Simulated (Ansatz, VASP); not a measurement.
One calculation of Se, two programs

Contents of INCAR:

```
SYSTEM = Se
PREC     = Accurate       ! precision mode
ENCUT    = 600            ! plane-wave cutoff, eV
EDIFF    = 1E-7           ! SCF threshold, eV
ISMEAR   = -1             ! smearing method
SIGMA    = 0.05           ! smearing width, eV
LREAL    = .False.        ! projectors in reciprocal space
LASPH    = .True.         ! aspherical terms in the spheres
NELM     = 80             ! most SCF steps
ALGO     = Normal         ! electronic algorithm
ISIF     = 3              ! what is computed and relaxed
LWAVE    = .False.        ! write WAVECAR
LCHARG   = .False.        ! write CHGCAR
GGA      = B5             ! functional
ALDAX    = 1.0          
AGGAX    = 1.0          
AGGAC    = 1.0          
ALDAC    = 0.0          
IBRION   = 2              ! ionic algorithm
NSW      = 60             ! ionic steps
EDIFFG   = -0.01          ! ionic threshold
```

Contents of KPOINTS:

```
regular mesh
0
Gamma
  9 9 9
  0 0 0
```

Contents of POSCAR:

```
Se
1.0
    2.8105630200      0.0000000000      0.0000000000
    0.0000000000      2.8105630200      0.0000000000
    0.0000000000      0.0000000000      2.8105630200
Se
1
Direct
    0.0000000000      0.0000000000      0.0000000000
```

input.yaml

```yaml
crystal:
  lattice:
    - [2.81056302, 0.0, 0.0]
    - [0.0, 2.81056302, 0.0]
    - [0.0, 0.0, 2.81056302]
  atoms:
    - { symbol: Se, position: [0.0, 0.0, 0.0] }
hamiltonian:
  xc: blyp
  pseudopotentials: { kind: paw }
kpoints:
  mp_grid: { grid: [9, 9, 9] }
scf:
  occupations: { method: fermi_dirac, width: 0.05 }
output:
  forces: true
  stress: true
  eigenvalues: true
relax:
  f_tol: 0.01
  max_steps: 40
  cell: { stress_tol: 0.05 }
```

Alike in both runs: task relaxation of cell and atoms; functional BLYP; k mesh 9 × 9 × 9; occupations fermi-dirac, width 0.05 eV; no spin polarisation.

|  | VASP | Ansatz |
| --- | --- | --- |
| version | VASP 6.6.1 | Ansatz 0.2.0 |
| potentials or method | VASP PAW PBE potentials, release 64 (Se) | Ansatz PAW |
| plane-wave cutoff (eV) | 600 | 420 |
| valence electrons in the cell | 6 | 16 |

Ansatz gave:

```
gap on the k mesh at the Fermi level, each at its own relaxed structure (eV) : none
relaxed volume (Å³/atom)                                                     : 24.74
relaxed cell length with the largest relative difference (Å)                 : 2.914
```

Q: Estimate VASP's values.

A: gap on the k mesh at the Fermi level, each at its own relaxed structure (eV): none; relaxed volume (Å³/atom): 24.80; relaxed cell length with the largest relative difference (Å): 2.916.

VASP's potentials were made for PBE, not for BLYP. A gap of «none» marks a metal or a gap that the smearing closes. VASP's potentials hold 6 valence electrons a cell and Ansatz's 16, so a difference there can come from the potentials and not from the codes.

Noted on Ansatz's run: the plane-wave basis is chosen anew once the cell has moved, so the energies of steps on either side of that aren't comparable.
